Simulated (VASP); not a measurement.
Wanted: the native input for a VASP 6.6.1 run.

```
Task                   : single point
Functional             : PBE
Potentials or basis    : VASP PAW PBE potentials, release 64 (Si)
Cutoff                 : 520 eV
k mesh                 : 6 × 6 × 6
Occupations            : gaussian, width 0.1 eV
Spin                   : no spin polarisation
Dipole correction      : no
Further INCAR settings : ALGO = Normal; EDIFF = 1e-07; NBANDS = 13
```

The structure of Si lies in POSCAR:

```
Si
1.0
    1.8402791900     -4.2519924700      0.0000000000
    1.8402791900      4.2519924700      0.0000000000
    0.0000000000      0.0000000000      3.2606844000
Si
3
Direct
    0.6780484600      0.3219515400      0.5000000000
    0.3219515400      0.6780484600      0.5000000000
    0.5000000000      0.5000000000      0.0000000000
```

The cell was generated, and may not be a known phase.

One way to write it, as run:

INCAR

```
PREC = Accurate
ENCUT = 520
EDIFF = 1E-7
ISMEAR = 0
SIGMA = 0.1
LREAL = False
LASPH = True
NELM = 100
ALGO = Normal
ISIF = 2
LWAVE = False
LCHARG = False
GGA = PE
NBANDS = 13
```

KPOINTS

```
regular mesh
0
Gamma
  6 6 6
```

Potentials or basis: VASP PAW PBE potentials, release 64 (Si).

Launch:

```console
$ cat potpaw_PBE.64/Si/POTCAR > POTCAR
$ mpirun -np 1 vasp_std > vasp.out
```

It gave:

```yaml
Pressure: 25.8 GPa
Largest_force: 0.102 eV/Å
Band_gap_on_the_k_mesh: zero (bands 6 and 7 overlap by 2.86 eV)
```

Caveat: the stress differs along the axes, from 13 to 35 GPa.

Wall time 22 s on 1 thread of Intel Xeon 6975P-C, on a shared host, peak memory 0.18 GiB.
